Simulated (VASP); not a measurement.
# Ta2C (P4/nmm) in VASP: notebook

The runs below take Ta2C through single point, with r2SCAN.

Everything below comes from runs of VASP 6.6.1. Logs are shortened: lines on timing, memory, paths and dates and some standing lists are left out, and cuts for length are marked.

### Step 1. The cell of the first run

The structure is tetragonal, space group P4/nmm (No. 129). The conventional cell has a = 3.736 Å, b = 3.736 Å, c = 5.701 Å, α = 90.00°, β = 90.00°, γ = 90.00°. Ta (site symmetry -4m2) has 8 Ta at 2.42 to 2.64 Å and 4 C at 2.53 Å within 3.2 Å. Within 3.3 Å of Ta (site symmetry 4mm) lie 4 Ta at 2.42 Å and 6 C at 2.45 to 3.25 Å. Within 3.3 Å of C (site symmetry 4mm) lie 10 Ta at 2.45 to 3.25 Å.

### Step 2. Single point, r2SCAN

POSCAR reads:

```
Ta2C
1.0
    3.7360993608      0.0000000000      0.0000000000
    0.0000000000      3.7360993608      0.0000000000
    0.0000000000      0.0000000000      5.7005463944
Ta C
4 2
Direct
    0.0000000000      0.0000000000      0.0000000000
    0.5000000000      0.5000000000      0.0000000000
    0.0000000000      0.5000000000      0.2700000000
    0.5000000000      0.0000000000      0.7300000000
    0.0000000000      0.5000000000      0.7000000000
    0.5000000000      0.0000000000      0.3000000000
```

INCAR.step1 reads:

```
  PREC = Accurate
  ENCUT = 520
  ISMEAR = 0
  SIGMA = 0.1
  LREAL = False
  LASPH = True
  NELM = 60
  NBANDS = 35
  GGA = PE
  ALGO = Normal
  EDIFF = 1E-4
  LWAVE = True
  LCHARG = False
```

INCAR.step2 reads:

```
  PREC = Accurate
  ENCUT = 520
  EDIFF = 1E-6
  ISMEAR = 0
  SIGMA = 0.1
  LREAL = False
  LASPH = True
  NELM = 60
  ALGO = Normal
  ISIF = 2
  LWAVE = False
  LCHARG = False
  METAGGA = R2SCAN
  LMIXTAU = True
  NBANDS = 35
  ISTART = 1
```

KPOINTS reads:

```
Automatic mesh
0
Gamma
  6 6 4
```

Potentials or basis: VASP PAW PBE potentials, release 64 (Ta_pv, C).

Launch:

```console
$ cat potpaw_PBE.64/Ta_pv/POTCAR potpaw_PBE.64/C/POTCAR > POTCAR
$ cp INCAR.step1 INCAR
$ mpirun -np 1 vasp_std > vasp.out
$ cp INCAR.step2 INCAR
$ mpirun -np 1 vasp_std > vasp.out
```

OUTCAR:

```text
PREC = Accurate
   ENCUT = 520
   EDIFF = 1E-6
   ISMEAR = 0
   LREAL = False
   LASPH = True
   NELM = 60
   ISIF = 2
   METAGGA = R2SCAN
   ISTART = 1

 ion  position               nearest neighbor table
   1  0.000  0.000  0.000-   3 2.42   4 2.42   3 2.42   4 2.42   5 2.53   5 2.53   6 2.53   6 2.53
                             2 2.64   2 2.64   2 2.64   2 2.64
   2  0.500  0.500  0.000-   3 2.42   4 2.42   4 2.42   3 2.42   5 2.53   6 2.53   6 2.53   5 2.53
                             1 2.64   1 2.64   1 2.64   1 2.64
   3  0.000  0.500  0.270-   1 2.42   2 2.42   1 2.42   2 2.42   5 2.45   6 2.65   6 2.65   6 2.65
                             6 2.65
   4  0.500  0.000  0.730-   1 2.42   2 2.42   2 2.42   1 2.42   6 2.45   5 2.65   5 2.65   5 2.65
                             5 2.65
   5  0.000  0.500  0.700-   3 2.45   2 2.53   1 2.53   1 2.53   2 2.53   4 2.65   4 2.65   4 2.65
                             4 2.65
   6  0.500  0.000  0.300-   4 2.45   2 2.53   1 2.53   2 2.53   1 2.53   3 2.65   3 2.65   3 2.65
                             3 2.65

  LATTYP: Found a simple tetragonal cell.
 ALAT       =     3.7360993608
 C/A-ratio  =     1.5258016032

  Lattice vectors:

 A1 = (   3.7360993608,   0.0000000000,   0.0000000000)
 A2 = (   0.0000000000,   3.7360993608,   0.0000000000)
 A3 = (   0.0000000000,   0.0000000000,   5.7005463944)

Analysis of symmetry for initial positions (statically):
=====================================================================
 Subroutine PRICEL returns:
 Original cell was already a primitive cell.

 Routine SETGRP: Setting up the symmetry group for a
 simple tetragonal supercell.

 Subroutine GETGRP returns: Found 16 space group operations
 (whereof  8 operations were pure point group operations)
 out of a pool of 16 trial point group operations.

The static configuration has the point symmetry D_2d.
 The point group associated with its full space group is D_4h.

Analysis of symmetry for dynamics (positions and initial velocities):
=====================================================================
 Subroutine PRICEL returns:
 Original cell was already a primitive cell.

 Routine SETGRP: Setting up the symmetry group for a
 simple tetragonal supercell.

 Subroutine GETGRP returns: Found 16 space group operations
 (whereof  8 operations were pure point group operations)
 out of a pool of 16 trial point group operations.

The dynamic configuration has the point symmetry D_2d.
 The point group associated with its full space group is D_4h.

 Subroutine INISYM returns: Found 16 space group operations
 (whereof  8 operations are pure point group operations),
 and found     1 'primitive' translations

----------------------------------------------------------------------------------------

                                     Primitive cell

  volume of cell :      79.5707

  direct lattice vectors                    reciprocal lattice vectors
     3.736099361  0.000000000  0.000000000     0.267658834  0.000000000  0.000000000
     0.000000000  3.736099361  0.000000000     0.000000000  0.267658834  0.000000000
     0.000000000  0.000000000  5.700546394     0.000000000  0.000000000  0.175421781

  length of vectors
     3.736099361  3.736099361  5.700546394     0.267658834  0.267658834  0.175421781

  position of ions in fractional coordinates (direct lattice)
     0.000000000  0.000000000  0.000000000
     0.500000000  0.500000000  0.000000000
     0.000000000  0.500000000  0.270000000
     0.500000000  0.000000000  0.730000000
     0.000000000  0.500000000  0.700000000
     0.500000000  0.000000000  0.300000000

  ion indices of the primitive-cell ions
   primitive index   ion index
                 1           1
                 2           2
                 3           3
                 4           4
                 5           5
                 6           6

----------------------------------------------------------------------------------------

 KPOINTS: Automatic mesh

Automatic generation of k-mesh.
 Grid dimensions read from file:
 generate k-points for:    6    6    4

 Generating k-lattice:

  Cartesian coordinates                     Fractional coordinates (reciprocal lattice)
     0.044609806  0.000000000  0.000000000     0.166666667  0.000000000  0.000000000
     0.000000000  0.044609806  0.000000000     0.000000000  0.166666667  0.000000000
     0.000000000  0.000000000  0.043855445     0.000000000  0.000000000  0.250000000

  Length of vectors
     0.044609806  0.044609806  0.043855445

  Shift w.r.t. Gamma in fractional coordinates (k-lattice)
     0.000000000  0.000000000  0.000000000

 Subroutine IBZKPT returns following result:
 ===========================================

 Found     30 irreducible k-points:

 Following reciprocal coordinates:
            Coordinates               Weight
  0.000000  0.000000  0.000000      1.000000
  0.166667  0.000000  0.000000      4.000000
  0.333333  0.000000  0.000000      4.000000
  0.500000  0.000000  0.000000      2.000000
  0.166667  0.166667  0.000000      4.000000
  0.333333  0.166667  0.000000      8.000000
[... 16 lines left out ...]
  0.333333  0.000000  0.500000      4.000000
  0.500000  0.000000  0.500000      2.000000
 [... further k-points ...]
   k-points           NKPTS =     30   k-points in BZ     NKDIM =     30   number of bands    NBANDS=     35
   number of dos      NEDOS =    301   number of ions     NIONS =      6
   total plane-waves  NPLWV =  32928
   dimension x,y,z NGX =    28 NGY =   28 NGZ =   42
   dimension x,y,z NGXF=    56 NGYF=   56 NGZF=   84
   ions per type =               4   2
   NGX,Y,Z   is equivalent  to a cutoff of  12.46, 12.46, 12.25 a.u.
   NGXF,Y,Z  is equivalent  to a cutoff of  24.92, 24.92, 24.50 a.u.
 SYSTEM =  unknown system
   PREC   = accura    normal or accurate (medium, high low for compatibility)
   ISTART =      1    job   : 0-new  1-cont  2-samecut
   ICHARG =      0    charge: 1-file 2-atom 10-const
   ISPIN  =      1    spin polarized calculation?
   LNONCOLLINEAR =      F non collinear calculations
   LSORBIT =      F    spin-orbit coupling
   LASPH  =      T    aspherical Exc in radial PAW
   ENCUT  =  520.0 eV  38.22 Ry    6.18 a.u.   6.95  6.95 10.60*2*pi/ulx,y,z
   NELM   =     60;   NELMIN=  2; NELMDL=  0     # of ELM steps
   EDIFF  = 0.1E-05   stopping-criterion for ELM
   LREAL  =      F    real-space projection
   EDIFFG = 0.1E-04   stopping-criterion for IOM
   NSW    =      0    number of steps for IOM
   IBRION =     -1    ionic relax: 0-MD 1-quasi-New 2-CG
   NFREE  =      0    steps in history (QN), initial steepest desc. (CG)
   ISIF   =      2    stress and relaxation
   ISYM   =      2    0-nonsym 1-usesym 2-fastsym
   POTIM  = 0.5000    time-step for ionic-motion
   TEBEG  =    0.0;   TEEND  =   0.0 temperature during run
   PSTRESS=    0.0 pullay stress
   NELECT =      52.0000    total number of electrons
   NUPDOWN=      -1.0000    fix difference up-down
   EMIN   =  10.00;   EMAX   =-10.00  energy-range for DOS
   EFERMI =   0.00;   METHOD = LEGACY
   ISMEAR =     0;   SIGMA  =   0.10  broadening in eV -4-tet -1-fermi 0-gaus
   EFERMI_NEDOS =   21; number of points for ismear=-14 and -15
   IALGO  =     38    algorithm
   IMIX   =      4    mixing-type and parameters
     AMIX     =   0.40;   BMIX     =  1.00
     AMIX_MAG =   1.60;   BMIX_MAG =  1.00
  volume/ion in A,a.u.               =      13.26        89.49
  Fermi-wavevector in a.u.,A,eV,Ry     =   1.420664  2.684666 27.460467  2.018287
  Thomas-Fermi vector in A             =   2.541556
   LORBIT       =      0    0 simple, 1 ext, 2 COOP (PROOUT), +10 PAW based schemes
   METAGGA = R2SCAN    functional components
   LHFCALC =     F    Hartree Fock is set to
   AEXX    =    0.0000 exact exchange contribution
   IVDW    =     0    specifies the selected vdW correction
   LEPSILON=     F    determine dielectric tensor
   LRPA    =     F    only Hartree local field effects (RPA)
 non-spin polarized calculation
 Gauss-broadening in eV      SIGMA  =   0.10
  energy-cutoff  :      520.00
  volume of cell :       79.57
 maximum number of plane-waves:      2166
 NGX is ok and might be reduce to    28
   NGX = 13   NGY = 13   NGZ = 21

 number of electron      51.9999992 magnetization

 Free energy of the ion-electron system (eV)
  ---------------------------------------------------
  ext. energy  EPLUGINS =         0.00000000
  ---------------------------------------------------
  free energy    TOTEN  =      -201.35125606 eV

  energy without entropy =     -201.33049732  energy(sigma->0) =     -201.34087669

 E-fermi :   6.5774     XC(G=0): -13.7851

 val. band max:        6.5723011994   @ k =   0.3333   0.0000   0.5000
 cond. band min:       6.5807345113   @ k =   0.5000   0.3333   0.0000
 fundamental gap:      0.0084333119
 Fermi energy:         6.5773993126

 k-point     1 :       0.0000    0.0000    0.0000
  band No.  band energies     occupation
      1     -30.0687      2.00000
      2     -30.0687      2.00000
      3     -29.7278      2.00000
      4     -29.2551      2.00000
      5     -29.2551      2.00000
      6     -28.8529      2.00000
[... 27 lines left out ...]
     34      11.6866      0.00000
     35      11.6866      0.00000

 k-point     2 :       0.1667    0.0000    0.0000
  band No.  band energies     occupation
      1     -30.0078      2.00000
      2     -29.9984      2.00000
      3     -29.7591      2.00000
      4     -29.4141      2.00000
      5     -29.2889      2.00000
      6     -28.9121      2.00000
[... 27 lines left out ...]
     34      11.6689      0.00000
     35      11.7088      0.00000

 k-point     3 :       0.3333    0.0000    0.0000
  band No.  band energies     occupation
      1     -29.8285      2.00000
      2     -29.8139      2.00000
      3     -29.8003      2.00000
      4     -29.6557      2.00000
      5     -29.3982      2.00000
      6     -29.1622      2.00000
[... 27 lines left out ...]
     34      11.5920      0.00000
     35      11.6690      0.00000

 k-point     4 :       0.5000    0.0000    0.0000
  band No.  band energies     occupation
      1     -29.7961      2.00000
      2     -29.7961      2.00000
      3     -29.5867      2.00000
      4     -29.5867      2.00000
      5     -29.5104      2.00000
      6     -29.5104      2.00000
[... 27 lines left out ...]
     34      12.0065      0.00000
     35      12.3008      0.00000

 k-point     5 :       0.1667    0.1667    0.0000
  band No.  band energies     occupation
      1     -30.1276      2.00000
      2     -29.7921      2.00000
      3     -29.7710      2.00000
      4     -29.4783      2.00000
      5     -29.4570      2.00000
      6     -28.9076      2.00000
[... 638 lines left out ...]
 k-point    22 :       0.1667    0.0000    0.5000
  band No.  band energies     occupation
      1     -30.0078      2.00000
      2     -29.9899      2.00000
      3     -29.7627      2.00000
      4     -29.4102      2.00000
      5     -29.3024      2.00000
      6     -28.8968      2.00000
[... 27 lines left out ...]
     34      12.1127      0.00000
     35      12.6148      0.00000

 k-point    23 :       0.3333    0.0000    0.5000
  band No.  band energies     occupation
      1     -29.8374      2.00000
      2     -29.8080      2.00000
      3     -29.7944      2.00000
      4     -29.6335      2.00000
      5     -29.4049      2.00000
      6     -29.1837      2.00000
[... 27 lines left out ...]
     34      11.2831      0.00000
     35      11.9012      0.00000

 k-point    24 :       0.5000    0.0000    0.5000
  band No.  band energies     occupation
      1     -29.7692      2.00000
      2     -29.7692      2.00000
      3     -29.5860      2.00000
      4     -29.5860      2.00000
      5     -29.5423      2.00000
      6     -29.5423      2.00000
[... 27 lines left out ...]
     34      11.6902      0.00000
     35      12.5195      0.00000

 [... further k-points ...]
[... 5 lines left out ...]
  --------------------------------------------------------------------------------------
  -------------------------------------------------------------------------------------
  Total       24.4323641     24.4323641     34.8821200      0.0000000      0.0000000      0.0000000
  in kB      491.9520266    491.9520266    702.3605881      0.0000000      0.0000000      0.0000000
  external PRESSURE =     562.0882138 kB  Pullay stress =       0.0000000 kB

 VOLUME and BASIS-vectors are now :
 -----------------------------------------------------------------------------
  energy-cutoff  :      520.00
  volume of cell :       79.57
      direct lattice vectors                 reciprocal lattice vectors
     3.736099361  0.000000000  0.000000000     0.267658834  0.000000000  0.000000000
     0.000000000  3.736099361  0.000000000     0.000000000  0.267658834  0.000000000
     0.000000000  0.000000000  5.700546394     0.000000000  0.000000000  0.175421781

 POSITION                                       TOTAL-FORCE (eV/Angst)
 -----------------------------------------------------------------------------------
      0.00000      0.00000      0.00000         0.000000      0.000000      0.000000
      1.86805      1.86805      0.00000         0.000000     -0.000000      0.000000
      0.00000      1.86805      1.53915         0.000000      0.000000     15.358014
      1.86805      0.00000      4.16140        -0.000000      0.000000    -15.358014
      0.00000      1.86805      3.99038         0.000000     -0.000000      0.982995
      1.86805      0.00000      1.71016        -0.000000      0.000000     -0.982995
 -----------------------------------------------------------------------------------
    total drift:                                0.000000      0.000000     -0.000000

  FREE ENERGIE OF THE ION-ELECTRON SYSTEM (eV)
  ---------------------------------------------------
  free  energy   TOTEN  =      -201.3512560631 eV

  energy  without entropy=     -201.3304973247  energy(sigma->0) =     -201.34087669
```

Wall time 4.3 min (1 thread of Intel Xeon 8259CL, shared host); peak memory 0.23 GiB.

What came out:

| Property | Result |
| --- | --- |
| Free energy | -201.3513 eV |
| Pressure | 56.2 GPa |
| Largest force | 15.358 eV/Å |
| Band gap on the k mesh | zero (bands 26 and 27 overlap by 0.89 eV) |

Forces in eV/Å, atoms in the order of the input:
```
Ta    0.000   0.000   0.000
Ta    0.000   0.000   0.000
Ta    0.000   0.000  15.358
Ta    0.000   0.000 -15.358
C     0.000   0.000   0.983
C     0.000   0.000  -0.983
```

Levels at points of the mesh, in eV from the Fermi level:
```
           k point  band 24  band 25  band 26  band 27  band 28  band 29
(0.00, 0.00, 0.00)    -0.91    -0.33     0.58     0.58     0.86     0.86
(0.50, 0.00, 0.00)    -1.60    -0.88    -0.88     0.59     0.59     2.55
(0.50, 0.50, 0.00)    -0.42     0.14     0.14     0.29     0.29     1.12
(0.00, 0.00, 0.50)    -1.42    -1.23    -1.06     0.28     0.47     0.47
(0.50, 0.00, 0.50)    -1.55    -0.67    -0.67     1.87     1.87     1.94
(0.50, 0.50, 0.50)    -1.11    -0.06    -0.06     0.12     0.12     2.57
```

Caveat: the stress differs along the axes, from 49 to 70 GPa; the PAW data sets were made with another functional, which shifts forces and pressure a little; spin-orbit coupling is left out, which moves the levels of the heavy elements.

[end of part 1 of 2]

The gap in the log of VASP goes by the Fermi energy; the results here count the filled bands.